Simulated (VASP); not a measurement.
A run of VASP 6.6.1:

File INCAR:

```
ALGO = Normal
EDIFF = 1E-6
ENCUT = 520
GGA = RE
ISIF = 2
ISMEAR = 0
IVDW = 12
LASPH = T
LCHARG = T
LELF = T
LREAL = F
LVHAR = T
LWAVE = F
NBANDS = 9
NELM = 80
PREC = Accurate
SIGMA = 0.1
```

Contents of KPOINTS:

```
k-points
0
Gamma
  21 21 12
```

File POSCAR:

```
Be
1.0
    2.2142215395      0.0000000000      0.0000000000
   -1.1071107697      1.9175721028      0.0000000000
    0.0000000000      0.0000000000      3.5000027202
Be
2
Direct
    0.3333333333      0.6666666667      0.2500000000
    0.6666666667      0.3333333333      0.7500000000
```

Potentials or basis: VASP PAW PBE potentials, release 64 (Be).

Run with:

```bash
$ cat potpaw_PBE.64/Be/POTCAR > POTCAR
$ mpirun -np 1 vasp_std > vasp.out
```

Hardware: 1 thread of Intel Xeon 6975P-C, with other jobs on the host.

Q: How long does it take, and how much memory?

A: It took 12 s on 1 thread of Intel Xeon 6975P-C, with other jobs on the host, peak memory 0.16 GiB. Counts: scf iterations 10, k points 336.
